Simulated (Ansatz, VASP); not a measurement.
**Two plane-wave programs on HC12**

```xyz
26
Lattice="5.0509 0.0000 0.0000 0.0000 5.0509 0.0000 0.0000 0.0000 22.3755" Properties=species:S:1:pos:R:3 pbc="T T T"
C     0.0000    1.2627    4.0000
C     0.0000    3.7882    4.0000
C     2.5255    1.2627    4.0000
C     2.5255    3.7882    4.0000
C     0.0000    0.0000    4.8929
C     0.0000    2.5255    4.8929
C     2.5255    0.0000    4.8929
C     2.5255    2.5255    4.8929
C     1.2627    0.0000    5.7858
C     1.2627    2.5255    5.7858
C     3.7882    0.0000    5.7858
C     3.7882    2.5255    5.7858
C     1.2627    1.2627    6.6590
C     1.2627    3.7882    6.6590
C     3.7882    1.2627    6.6590
C     3.7882    3.7882    6.6590
C     0.0000    1.2627    7.5962
C     0.0000    3.7882    7.5962
C     2.5255    1.2627    7.5962
C     2.5255    3.7882    7.5962
C     0.0000    0.0000    8.3755
C     0.0000    2.5255    8.3755
C     2.5255    0.0000    8.3755
C     2.5255    2.5255    8.3755
H     3.7259    1.8941    9.1455
H     6.3759    1.8941    9.1455
```

Alike in both runs: task single point; functional PBE; k mesh 5 × 5 × 1; occupations gaussian, width 0.05 eV; no spin polarisation.

|  | VASP | Ansatz |
| --- | --- | --- |
| version | VASP 6.6.1 | Ansatz 0.2.0 |
| potentials or method | VASP PAW PBE potentials, release 64 (C, H), cutoff 520 eV | scalar-relativistic, plane waves, PAW |
| valence electrons in the cell | 98 | 98 |

```tsv
	VASP	Ansatz	Ansatz less VASP
gap on the k mesh at the Fermi level (eV)	none	none	-
rms of the force components (eV/Å)	1.100	1.102	+0.0014
```

Atom by atom the forces differ by 0.012 eV/Å (rms over components). A gap of «none» marks a metal or a gap that the smearing closes. With one functional, cell and mesh, what is left measures potentials, basis and numerics.
